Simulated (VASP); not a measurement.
A run of VASP 6.6.1:

INCAR

```
SYSTEM = Li2S
ALGO = Normal ; EDIFF = 1E-8
ENCUT = 650 ; GGA_COMPAT = .FALSE.
ISIF = 2 ; ISMEAR = -1
LASPH = .TRUE. ; LCHARG = .FALSE.
LEFG = .TRUE. ; LREAL = .FALSE.
LWAVE = .FALSE. ; NBANDS = 13
NELM = 120 ; PREC = Accurate
SIGMA = 0.02
```

KPOINTS

```
k-points
0
G
  7 7 7
  0 0 0
```

Contents of POSCAR:

```
Li2S
1.0
    0.0000000000      2.8348450604      2.8348450604
    2.8348450604      0.0000000000      2.8348450604
    2.8348450604      2.8348450604      0.0000000000
Li S
2 1
Direct
    0.2500000000      0.2500000000      0.2500000000
    0.7500000000      0.7500000000      0.7500000000
    0.0000000000      0.0000000000      0.0000000000
```

Potentials or basis: VASP PAW LDA potentials, release 64 (Li_sv, S).

Launch:

```bash
$ cat potpaw_LDA.64/Li_sv/POTCAR potpaw_LDA.64/S/POTCAR > POTCAR
$ mpirun -np 1 vasp_std > vasp.out
```

Hardware: 1 thread of Intel(R) Xeon(R) 6975P-C (Granite Rapids), on a shared host.

**Question.** How long does it take, and how much memory?

**Answer.** Run time: 7.9 s on 1 thread of Intel(R) Xeon(R) 6975P-C (Granite Rapids), on a shared host, peak memory 0.16 GiB. Counts: scf iterations 15, k points 20.
